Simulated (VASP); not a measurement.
Set up this calculation in VASP 6.6.1, as the native input.

```
Task                   : relaxation of cell and atoms
Functional             : BLYP
Potentials or basis    : VASP PAW PBE potentials, release 64 (Cu, O)
Cutoff                 : 600 eV
k mesh                 : 10 × 10 × 6
Occupations            : fermi-dirac, width 0.05 eV
Spin                   : no spin polarisation
Dipole correction      : no
Further INCAR settings : ALGO = Fast; EDIFF = 1e-07; IBRION = 2; EDIFFG = -0.01; NSW = 60; ISIF = 3
```

The structure of CuO lies in POSCAR:

```
CuO
1.0
    0.0000000000     -2.1165600000     -2.1165600000
   -2.1165600000      0.0000000000     -2.1165600000
    2.1165600000      2.1165600000     -4.2331200000
Cu O
2 2
Direct
    0.5038875400      0.4769880100      0.4880064000
    0.0038875400      0.9769880100      0.9880064000
    0.7461124600      0.7730119900      0.7619936000
    0.2461124600      0.2730119900      0.2619936000
```

One way to write it, as run:

INCAR

```
SYSTEM = CuO
PREC = Accurate
ENCUT = 600
EDIFF = 1E-7
ISMEAR = -1
SIGMA = 0.05
LREAL = .False.
LASPH = .True.
NELM = 80
ALGO = Fast
ISIF = 3
LWAVE = .False.
LCHARG = .False.
GGA = B5
ALDAX = 1.0
AGGAX = 1.0
AGGAC = 1.0
ALDAC = 0.0
IBRION = 2
NSW = 60
EDIFFG = -0.01
```

KPOINTS

```
Automatic mesh
0
Gamma
  10 10 6
  0 0 0
```

Potentials or basis: VASP PAW PBE potentials, release 64 (Cu, O).

Command:

```sh
$ cat potpaw_PBE.64/Cu/POTCAR potpaw_PBE.64/O/POTCAR > POTCAR
$ mpirun -np 1 vasp_std > vasp.out
```

Results of the run:

* Relaxed volume: 9.99 Å³/atom
* Relaxed cell: a = 3.046 Å, b = 3.052 Å, c = 5.289 Å, α = 72.85°, β = 72.95°, γ = 59.81°
* Space group after relaxing (to 0.1 Å): Fm-3m (No. 225)
* Energy gained by relaxing: 76.7 meV/atom
* Ionic steps: 13
* Pressure after relaxing: 0.0 GPa
* Band gap on the k mesh: zero (bands 17 and 18 overlap by 1.08 eV)

Caveat: the PAW data sets were made with another functional, which shifts forces and pressure a little; semilocal functionals often make such compounds metallic where correlation or magnetic order opens a gap, which also shifts bond lengths.

It took 53 min on 1 thread of Oxide Virtual Turin-like Processor, on a shared host, peak memory 0.35 GiB.
